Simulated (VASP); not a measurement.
# ZnSe (P4/nmm) in VASP: a series of runs

Runs on ZnSe. Level: r2SCAN. Tasks: single point.

Program: VASP 6.6.1. These are calculated values, not measurements. Logs are shortened: lines on timing, memory, paths and dates and some standing lists are left out, and cuts for length are marked.

## (1) The cell of the first run

Symmetry: P4/nmm, No. 129, tetragonal system. Conventional cell: a = 4.108 Å, b = 4.108 Å, c = 6.070 Å, α = 90.00°, β = 90.00°, γ = 90.00°. Zn (site symmetry -4m2) has 4 Se at 2.54 Å and 4 Zn at 2.90 Å within 3.4 Å. Within 3.4 Å of Se (site symmetry 4mm) lie 4 Zn at 2.54 Å.

## (2) Single point, r2SCAN

Contents of POSCAR:

```
ZnSe
1.0
    4.1077020000      0.0000000000      0.0000000000
    0.0000000000      4.1077020000      0.0000000000
    0.0000000000      0.0000000000      6.0703500000
Zn Se
2 2
Direct
    0.0000000000      0.0000000000      0.0000000000
    0.5000000000      0.5000000000      0.0000000000
    0.0000000000      0.5000000000      0.2462800000
    0.5000000000      0.0000000000      0.7537200000
```

Contents of INCAR.step1:

```
PREC = Accurate
ENCUT = 520
ISMEAR = 0
SIGMA = 0.01
LREAL = F
LASPH = T
NELM = 100
NBANDS = 26
GGA = PE
ALGO = Normal
EDIFF = 1E-4
LWAVE = T
LCHARG = F
```

Contents of INCAR.step2:

```
PREC = Accurate
ENCUT = 520
EDIFF = 1E-7
ISMEAR = 0
SIGMA = 0.01
LREAL = F
LASPH = T
NELM = 100
ALGO = Normal
ISIF = 2
LWAVE = F
LCHARG = F
METAGGA = R2SCAN
LMIXTAU = T
NBANDS = 26
ISTART = 1
```

Contents of KPOINTS:

```
regular mesh
0
Gamma
  2 2 2
```

Potentials or basis: VASP PAW PBE potentials, release 64 (Zn, Se).

Run with:

```bash
$ cat potpaw_PBE.64/Zn/POTCAR potpaw_PBE.64/Se/POTCAR > POTCAR
$ cp INCAR.step1 INCAR
$ mpirun -np 1 vasp_std > vasp.out
$ cp INCAR.step2 INCAR
$ mpirun -np 1 vasp_std > vasp.out
```

OUTCAR:

```text
PREC = Accurate
   ENCUT = 520
   EDIFF = 1E-7
   ISMEAR = 0
   LREAL = F
   LASPH = T
   NELM = 100
   ISIF = 2
   METAGGA = R2SCAN
   ISTART = 1

 ion  position               nearest neighbor table
   1  0.000  0.000  0.000-   3 2.54   4 2.54   3 2.54   4 2.54   2 2.90   2 2.90   2 2.90   2 2.90

   2  0.500  0.500  0.000-   3 2.54   4 2.54   4 2.54   3 2.54   1 2.90   1 2.90   1 2.90   1 2.90

   3  0.000  0.500  0.246-   1 2.54   2 2.54   1 2.54   2 2.54
   4  0.500  0.000  0.754-   1 2.54   2 2.54   2 2.54   1 2.54

  LATTYP: Found a simple tetragonal cell.
 ALAT       =     4.1077020000
 C/A-ratio  =     1.4777970749

  Lattice vectors:

 A1 = (   4.1077020000,   0.0000000000,   0.0000000000)
 A2 = (   0.0000000000,   4.1077020000,   0.0000000000)
 A3 = (   0.0000000000,   0.0000000000,   6.0703500000)

Analysis of symmetry for initial positions (statically):
=====================================================================
 Subroutine PRICEL returns:
 Original cell was already a primitive cell.

 Routine SETGRP: Setting up the symmetry group for a
 simple tetragonal supercell.

 Subroutine GETGRP returns: Found 16 space group operations
 (whereof  8 operations were pure point group operations)
 out of a pool of 16 trial point group operations.

The static configuration has the point symmetry D_2d.
 The point group associated with its full space group is D_4h.

Analysis of symmetry for dynamics (positions and initial velocities):
=====================================================================
 Subroutine PRICEL returns:
 Original cell was already a primitive cell.

 Routine SETGRP: Setting up the symmetry group for a
 simple tetragonal supercell.

 Subroutine GETGRP returns: Found 16 space group operations
 (whereof  8 operations were pure point group operations)
 out of a pool of 16 trial point group operations.

The dynamic configuration has the point symmetry D_2d.
 The point group associated with its full space group is D_4h.

 Subroutine INISYM returns: Found 16 space group operations
 (whereof  8 operations are pure point group operations),
 and found     1 'primitive' translations

----------------------------------------------------------------------------------------

                                     Primitive cell

  volume of cell :     102.4263

  direct lattice vectors                    reciprocal lattice vectors
     4.107702000  0.000000000  0.000000000     0.243445118  0.000000000  0.000000000
     0.000000000  4.107702000  0.000000000     0.000000000  0.243445118  0.000000000
     0.000000000  0.000000000  6.070350000     0.000000000  0.000000000  0.164735147

  length of vectors
     4.107702000  4.107702000  6.070350000     0.243445118  0.243445118  0.164735147

  position of ions in fractional coordinates (direct lattice)
     0.000000000  0.000000000  0.000000000
     0.500000000  0.500000000  0.000000000
     0.000000000  0.500000000  0.246280000
     0.500000000  0.000000000  0.753720000

  ion indices of the primitive-cell ions
   primitive index   ion index
                 1           1
                 2           2
                 3           3
                 4           4

----------------------------------------------------------------------------------------

 KPOINTS: regular mesh

Automatic generation of k-mesh.
 Grid dimensions read from file:
 generate k-points for:    2    2    2

 Generating k-lattice:

  Cartesian coordinates                     Fractional coordinates (reciprocal lattice)
     0.121722559  0.000000000  0.000000000     0.500000000  0.000000000  0.000000000
     0.000000000  0.121722559  0.000000000     0.000000000  0.500000000  0.000000000
     0.000000000  0.000000000  0.082367574     0.000000000  0.000000000  0.500000000

  Length of vectors
     0.121722559  0.121722559  0.082367574

  Shift w.r.t. Gamma in fractional coordinates (k-lattice)
     0.000000000  0.000000000  0.000000000

 Subroutine IBZKPT returns following result:
 ===========================================

 Found      6 irreducible k-points:

 Following reciprocal coordinates:
            Coordinates               Weight
  0.000000  0.000000  0.000000      1.000000
  0.500000  0.000000  0.000000      2.000000
  0.500000  0.500000  0.000000      1.000000
  0.000000  0.000000  0.500000      1.000000
  0.500000  0.000000  0.500000      2.000000
  0.500000  0.500000  0.500000      1.000000
   k-points           NKPTS =      6   k-points in BZ     NKDIM =      6   number of bands    NBANDS=     26
   number of dos      NEDOS =    301   number of ions     NIONS =      4
   total plane-waves  NPLWV =  49152
   dimension x,y,z NGX =    32 NGY =   32 NGZ =   48
   dimension x,y,z NGXF=    64 NGYF=   64 NGZF=   96
   ions per type =               2   2
   NGX,Y,Z   is equivalent  to a cutoff of  12.95, 12.95, 13.15 a.u.
   NGXF,Y,Z  is equivalent  to a cutoff of  25.90, 25.90, 26.29 a.u.
 SYSTEM =  unknown system
[... 121 lines left out ...]
     26       8.3564      0.00000

 k-point     3 :       0.5000    0.5000    0.0000
  band No.  band energies     occupation
      1     -11.8908      2.00000
      2     -11.8908      2.00000
      3      -6.6279      2.00000
      4      -6.6279      2.00000
      5      -6.2192      2.00000
      6      -6.2192      2.00000
      7      -6.1188      2.00000
      8      -6.1188      2.00000
      9      -6.1050      2.00000
     10      -6.1050      2.00000
     11      -6.0264      2.00000
     12      -6.0264      2.00000
     13      -3.8813      2.00000
     14      -3.8813      2.00000
     15      -1.7916      2.00000
     16      -1.7916      2.00000
     17      -1.6182      2.00000
     18      -1.6182      2.00000
     19       4.1244      0.00000
     20       4.1244      0.00000
     21       4.3907      0.00000
     22       4.3907      0.00000
     23      11.5868      0.00000
     24      11.5868      0.00000
     25      11.8398      0.00000
     26      11.8398      0.00000

 k-point     4 :       0.0000    0.0000    0.5000
  band No.  band energies     occupation
      1     -12.7589      2.00000
      2     -12.0815      2.00000
      3      -6.5782      2.00000
      4      -6.5297      2.00000
      5      -6.5297      2.00000
      6      -6.5248      2.00000
      7      -6.5017      2.00000
      8      -6.1298      2.00000
      9      -6.1298      2.00000
     10      -6.0021      2.00000
     11      -5.9222      2.00000
     12      -5.7051      2.00000
     13      -3.2646      2.00000
     14      -1.6411      2.00000
     15      -1.6411      2.00000
     16      -0.7198      2.00000
     17       0.1440      2.00000
     18       0.1440      2.00000
     19       2.8812      0.00000
     20       4.1880      0.00000
     21       4.5264      0.00000
     22       6.1697      0.00000
     23       7.3318      0.00000
     24       7.3318      0.00000
     25       8.8743      0.00000
     26       9.3011      0.00000

 k-point     5 :       0.5000    0.0000    0.5000
  band No.  band energies     occupation
      1     -12.1499      2.00000
      2     -12.1499      2.00000
      3      -6.3792      2.00000
      4      -6.3792      2.00000
      5      -6.2576      2.00000
      6      -6.2576      2.00000
      7      -6.1841      2.00000
      8      -6.1841      2.00000
      9      -6.1526      2.00000
     10      -6.1526      2.00000
     11      -6.1150      2.00000
     12      -6.1150      2.00000
     13      -4.4148      2.00000
     14      -4.4148      2.00000
     15      -0.3526      2.00000
     16      -0.3526      2.00000
     17      -0.3369      2.00000
     18      -0.3369      2.00000
     19       3.5019      0.00000
     20       3.5019      0.00000
     21       6.6945      0.00000
     22       6.6945      0.00000
     23       6.9840      0.00000
     24       6.9840      0.00000
     25       9.7302      0.00000
     26       9.7302      0.00000

 k-point     6 :       0.5000    0.5000    0.5000
  band No.  band energies     occupation
      1     -11.8884      2.00000
      2     -11.8884      2.00000
      3      -6.6197      2.00000
      4      -6.6197      2.00000
      5      -6.2217      2.00000
      6      -6.2217      2.00000
      7      -6.1058      2.00000
      8      -6.1058      2.00000
      9      -6.0886      2.00000
     10      -6.0886      2.00000
     11      -6.0264      2.00000
     12      -6.0264      2.00000
     13      -3.7455      2.00000
     14      -3.7455      2.00000
     15      -2.0341      2.00000
     16      -2.0341      2.00000
     17      -1.9912      2.00000
     18      -1.9912      2.00000
     19       5.3563      0.00000
     20       5.3563      0.00000
     21       5.6910      0.00000
     22       5.6910      0.00000
     23       9.0471      0.00000
     24       9.0471      0.00000
     25       9.1421      0.00000
     26       9.1421      0.00000

------------------------ aborting loop because EDIFF is reached ----------------------------------------

  FORCE on cell =-STRESS in cart. coord.  units (eV):
  Direction    XX          YY          ZZ          XY          YZ          ZX
  --------------------------------------------------------------------------------------
  -------------------------------------------------------------------------------------
  Total        0.6608755      0.6608755     -1.3306188      0.0000000      0.0000000      0.0000000
  in kB       10.3375745     10.3375745    -20.8138603      0.0000000      0.0000000      0.0000000
  external PRESSURE =      -0.0462371 kB  Pullay stress =       0.0000000 kB

 VOLUME and BASIS-vectors are now :
 -----------------------------------------------------------------------------
  energy-cutoff  :      520.00
  volume of cell :      102.43
      direct lattice vectors                 reciprocal lattice vectors
     4.107702000  0.000000000  0.000000000     0.243445118  0.000000000  0.000000000
     0.000000000  4.107702000  0.000000000     0.000000000  0.243445118  0.000000000
     0.000000000  0.000000000  6.070350000     0.000000000  0.000000000  0.164735147

 POSITION                                       TOTAL-FORCE (eV/Angst)
 -----------------------------------------------------------------------------------
      0.00000      0.00000      0.00000        -0.000000      0.000000      0.000000
      2.05385      2.05385      0.00000        -0.000000     -0.000000      0.000000
      0.00000      2.05385      1.49501         0.000000     -0.000000     -0.451947
      2.05385      0.00000      4.57534        -0.000000      0.000000      0.451947
 -----------------------------------------------------------------------------------
    total drift:                                0.000000     -0.000000     -0.000000

  FREE ENERGIE OF THE ION-ELECTRON SYSTEM (eV)
  ---------------------------------------------------
  free  energy   TOTEN  =       -48.1103759575 eV

  energy  without entropy=      -48.1103759575  energy(sigma->0) =      -48.11037596
```

Wall time 32 s (1 thread of Intel Xeon 6975P-C (Granite Rapids), shared host); peak memory 0.23 GiB.

What came out:

* Free energy: -48.1104 eV
* Pressure: 0.0 GPa
* Largest force: 0.452 eV/Å
* Band gap on the k mesh: 2.36 eV

Forces in eV/Å, atoms in the order of the input:
```
Zn   0.000  0.000  0.000
Zn   0.000  0.000  0.000
Se   0.000  0.000 -0.452
Se   0.000  0.000  0.452
```

Levels at points of the mesh, in eV from the valence-band top:
```
           k point  band 14  band 15  band 16  band 17  band 18  band 19  band 20  band 21  band 22  band 23
(0.00, 0.00, 0.00)    -2.21    -2.21     0.00     0.00     0.00     2.36     2.39     3.35     6.29     6.30
(0.50, 0.00, 0.00)    -4.50    -1.54    -1.54    -0.80    -0.80     3.92     3.92     6.35     6.35     6.97
(0.50, 0.50, 0.00)    -4.30    -2.21    -2.21    -2.04    -2.04     3.70     3.70     3.97     3.97    11.16
(0.00, 0.00, 0.50)    -2.06    -2.06    -1.14    -0.28    -0.28     2.46     3.76     4.10     5.75     6.91
(0.50, 0.00, 0.50)    -4.84    -0.78    -0.78    -0.76    -0.76     3.08     3.08     6.27     6.27     6.56
(0.50, 0.50, 0.50)    -4.17    -2.46    -2.46    -2.41    -2.41     4.93     4.93     5.27     5.27     8.62
```

Caveat: the k points lie up to 0.76 Å⁻¹ apart; the PAW data sets were made with another functional, which shifts forces and pressure a little. A k mesh can miss the band edges.

## (3) Single point, r2SCAN

POSCAR is that of step 2.

Contents of INCAR.step1:

```
SYSTEM = ZnSe
PREC     = Accurate       ! precision mode
ENCUT    = 520            ! plane-wave cutoff, eV
ISMEAR   = 0              ! smearing method
SIGMA    = 0.01           ! smearing width, eV
LREAL    = .FALSE.        ! projectors in reciprocal space
LASPH    = .TRUE.         ! aspherical terms in the spheres
NELM     = 100            ! most SCF steps
NBANDS   = 26             ! bands
GGA      = PE             ! functional
ALGO     = Normal         ! electronic algorithm
EDIFF    = 1E-4           ! SCF threshold, eV
LWAVE    = .TRUE.         ! write WAVECAR
LCHARG   = .FALSE.        ! write CHGCAR
```

Contents of INCAR.step2:

```
SYSTEM = ZnSe
PREC     = Accurate       ! precision mode
ENCUT    = 520            ! plane-wave cutoff, eV
EDIFF    = 1E-7           ! SCF threshold, eV
ISMEAR   = 0              ! smearing method
SIGMA    = 0.01           ! smearing width, eV
LREAL    = .FALSE.        ! projectors in reciprocal space
LASPH    = .TRUE.         ! aspherical terms in the spheres
NELM     = 100            ! most SCF steps
ALGO     = Normal         ! electronic algorithm
ISIF     = 2              ! what is computed and relaxed
LWAVE    = .FALSE.        ! write WAVECAR
LCHARG   = .TRUE.         ! write CHGCAR
METAGGA  = R2SCAN         ! meta-GGA
LMIXTAU  = .TRUE.       
LELF     = .TRUE.         ! ELF
LVHAR    = .TRUE.       
NBANDS   = 26             ! bands
ISTART   = 1
```

Contents of KPOINTS:

```
regular mesh
0
G
  4 4 2
  0 0 0
```

Potentials or basis: VASP PAW PBE potentials, release 64 (Zn, Se).

Run with:

```bash
$ cat potpaw_PBE.64/Zn/POTCAR potpaw_PBE.64/Se/POTCAR > POTCAR
$ cp INCAR.step1 INCAR
$ mpirun -np 1 vasp_std > vasp.out
$ cp INCAR.step2 INCAR
$ mpirun -np 1 vasp_std > vasp.out
```

It took 51 s on 1 thread of Intel Xeon 6975P-C (Granite Rapids), shared host; peak memory 0.23 GiB.

Results (log left out):

- Free energy: -48.9853 eV
- Pressure: -1.8 GPa
- Largest force: 0.376 eV/Å
- Band gap on the k mesh: 2.41 eV

Forces in eV/Å, atoms in the order of the input:
```
Zn   0.000  0.000  0.000
Zn   0.000  0.000  0.000
Se   0.000  0.000 -0.376
Se   0.000  0.000  0.376
```

Stress tensor (GPa, compression positive):
```
-1.68  0.00  0.00
 0.00 -1.68  0.00
 0.00  0.00 -2.15
```

Levels at points of the mesh, in eV from the valence-band top:
| k point | band 16 | band 17 | band 18 | band 19 | band 20 | band 21 |
| --- | --- | --- | --- | --- | --- | --- |
| (0.00, 0.00, 0.00) | -0.01 | -0.01 | 0.00 | 2.41 | 2.42 | 3.41 |
| (0.50, 0.00, 0.00) | -1.52 | -0.79 | -0.79 | 3.96 | 3.96 | 6.39 |
| (0.50, 0.50, 0.00) | -2.18 | -2.05 | -2.05 | 3.77 | 3.77 | 4.03 |
| (0.00, 0.00, 0.50) | -1.12 | -0.28 | -0.28 | 2.51 | 3.82 | 4.12 |
| (0.50, 0.00, 0.50) | -0.77 | -0.76 | -0.76 | 3.12 | 3.12 | 6.33 |
| (0.50, 0.50, 0.50) | -2.46 | -2.38 | -2.38 | 4.99 | 4.99 | 5.31 |

Caveat: the k points lie up to 0.52 Å⁻¹ apart; the PAW data sets were made with another functional, which shifts forces and pressure a little. A k mesh can miss the band edges.

## (4) Single point, r2SCAN

POSCAR is that of step 3.

Contents of INCAR.step1:

```
SYSTEM = ZnSe
PREC     = Accurate       ! precision mode
ENCUT    = 520            ! plane-wave cutoff, eV
ISMEAR   = 0              ! smearing method
SIGMA    = 0.01           ! smearing width, eV
LREAL    = .False.        ! projectors in reciprocal space
LASPH    = .True.         ! aspherical terms in the spheres
NELM     = 100            ! most SCF steps
NBANDS   = 26             ! bands
GGA      = PE             ! functional
ALGO     = Normal         ! electronic algorithm
EDIFF    = 1E-4           ! SCF threshold, eV
LWAVE    = .True.         ! write WAVECAR
LCHARG   = .False.        ! write CHGCAR
```

Contents of INCAR.step2:

```
SYSTEM = ZnSe
PREC     = Accurate       ! precision mode
ENCUT    = 520            ! plane-wave cutoff, eV
EDIFF    = 1E-6           ! SCF threshold, eV
ISMEAR   = 0              ! smearing method
SIGMA    = 0.01           ! smearing width, eV
LREAL    = .False.        ! projectors in reciprocal space
LASPH    = .True.         ! aspherical terms in the spheres
NELM     = 100            ! most SCF steps
ALGO     = Normal         ! electronic algorithm
ISIF     = 2              ! what is computed and relaxed
LWAVE    = .False.        ! write WAVECAR
LCHARG   = .True.         ! write CHGCAR
METAGGA  = R2SCAN         ! meta-GGA
LMIXTAU  = .True.       
LELF     = .True.         ! ELF
LVHAR    = .True.       
NBANDS   = 26             ! bands
ISTART   = 1
```

Contents of KPOINTS:

```
Automatic mesh
0
Gamma
  4 4 4
  0 0 0
```

Run with:

```bash
$ cat potpaw_PBE.64/Zn/POTCAR potpaw_PBE.64/Se/POTCAR > POTCAR
$ cp INCAR.step1 INCAR
$ mpirun -np 1 vasp_std > vasp.out
$ cp INCAR.step2 INCAR
$ mpirun -np 1 vasp_std > vasp.out
```

Run time: 63 s. Hardware: 1 thread of Intel Xeon 6975P-C (Granite Rapids), shared host; peak memory 0.24 GiB.

It converged, with:

| Property | Result |
| --- | --- |
| Free energy | -48.9878 eV |
| Pressure | -1.8 GPa |
| Largest force | 0.375 eV/Å |
| Band gap on the k mesh | 2.41 eV |

Forces on the atoms (eV/Å):
```
Zn   0.000  0.000  0.000
Zn   0.000  0.000  0.000
Se   0.000  0.000 -0.375
Se   0.000  0.000  0.375
```

Stress tensor (GPa, compression positive):
```
-1.68  0.00  0.00
 0.00 -1.68  0.00
 0.00  0.00 -2.15
```

Levels at points of the mesh, in eV from the valence-band top:
```csv
k point,band 16,band 17,band 18,band 19,band 20,band 21
"(0.00, 0.00, 0.00)",-0.01,-0.01,0.00,2.41,2.42,3.41
"(0.50, 0.00, 0.00)",-1.52,-0.79,-0.79,3.96,3.96,6.39
"(0.50, 0.50, 0.00)",-2.18,-2.05,-2.05,3.77,3.77,4.03
"(0.00, 0.00, 0.50)",-1.12,-0.28,-0.28,2.51,3.82,4.12
"(0.50, 0.00, 0.50)",-0.77,-0.76,-0.76,3.12,3.12,6.33
"(0.50, 0.50, 0.50)",-2.46,-2.38,-2.38,4.99,4.99,5.31
```

Caveat: the PAW data sets were made with another functional, which shifts forces and pressure a little. A k mesh can miss the band edges.

## (5) Overview

```csv
k mesh,gap on the mesh (eV),pressure (GPa),largest force (eV/Å)
2 × 2 × 2,2.36,0.0,0.45
4 × 4 × 2,2.41,-1.8,0.38
4 × 4 × 4,2.41,-1.8,0.37
```

Alike in all rows: task single point; level r2SCAN; potentials or basis VASP PAW PBE potentials, release 64 (Zn, Se); no spin polarisation; cell as given; cutoff (eV) 520; smearing gaussian 0.01 eV.

Caveats: some runs use coarse meshes; the PAW data sets were made with another functional, which shifts forces and pressure a little.

Total energies depend on the potentials used, so only differences within one code and one set of settings carry meaning.
